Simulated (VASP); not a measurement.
CO2:

```
C O
1.0
     2.79557   -2.51334    0.00000
     2.79557    2.51334    0.00000
     0.00000    0.00000    6.74304
C O
2 4
Direct
  0.00000 0.00000 0.00000
  0.50000 0.50000 0.50000
  0.81328 0.18672 0.89662
  0.18672 0.81328 0.10338
  0.68672 0.31328 0.39662
  0.31328 0.68672 0.60338
```

| Property | Result |
| --- | --- |
| Program | VASP 6.6.1 |
| Task | relaxation of cell and atoms |
| Functional | LDA |
| Potentials or basis | VASP PAW LDA potentials, release 64 (C, O) |
| Cutoff | 600 eV |
| k mesh | 6 × 6 × 4 |
| Occupations | gaussian, width 0.02 eV |
| Spin | no spin polarisation |

At the start: pressure -2.0 GPa; volume 15.79 Å³/atom.

Q: Where does the relaxation end?

A: Over 65 steps the energy falls by 33.6 meV/atom and the volume is 11.97 Å³/atom (-24.2 %); space group Cmce (No. 64, to 0.1 Å) before and after.

The path:
```csv
step,energy change (eV),largest force (eV/Å),pressure (GPa),volume (Å³)
1,0.0000,0.0614,-1.99,94.76
3,-0.0065,0.5254,-0.45,93.75
5,-0.0476,0.5182,-0.44,90.21
7,-0.1822,0.6692,1.40,75.37
9,-0.1688,1.2537,3.78,73.29
11,-0.1955,0.0313,0.10,71.25
13,-0.1959,0.0873,0.41,71.50
15,-0.1969,0.0741,0.20,72.12
17,-0.1971,0.0631,0.03,72.64
19,-0.1973,0.0419,-0.30,72.58
21,-0.1977,0.0401,-0.27,72.47
23,-0.1989,0.0312,-0.12,71.97
25,-0.1996,0.0451,0.31,71.37
27,-0.1997,0.0579,0.34,71.41
29,-0.2000,0.0491,0.26,71.61
31,-0.2005,0.0162,-0.09,72.45
33,-0.2006,0.0097,-0.10,72.30
35,-0.2006,0.0233,-0.16,72.27
37,-0.2006,0.0205,-0.12,72.19
39,-0.2008,0.0110,0.00,71.87
41,-0.2008,0.0098,0.07,71.71
43,-0.2009,0.0201,0.00,71.70
45,-0.2010,0.1046,-0.28,71.67
47,-0.2010,0.0820,-0.21,71.68
49,-0.2011,0.0779,-0.19,71.67
51,-0.2012,0.0621,-0.14,71.65
53,-0.2013,0.0075,0.11,71.57
55,-0.2013,0.0115,0.06,71.59
57,-0.2013,0.0088,0.07,71.60
59,-0.2014,0.0114,0.10,71.66
61,-0.2014,0.0296,0.14,71.75
63,-0.2014,0.0159,0.08,71.80
65,-0.2014,0.0046,0.02,71.85
```

Final structure:
```
C O
1.0
     2.53835   -2.30143    0.00000
     2.53835    2.30143    0.00000
     0.00000    0.00000    6.14958
C O
2 4
Direct
  0.00000 0.00000 0.00000
  0.50000 0.50000 0.50000
  0.79400 0.20600 0.88939
  0.20600 0.79400 0.11061
  0.70600 0.29400 0.38939
  0.29400 0.70600 0.61061
```

Caveat: the volume moved by over 15 % at a fixed basis, so the end points are rough.
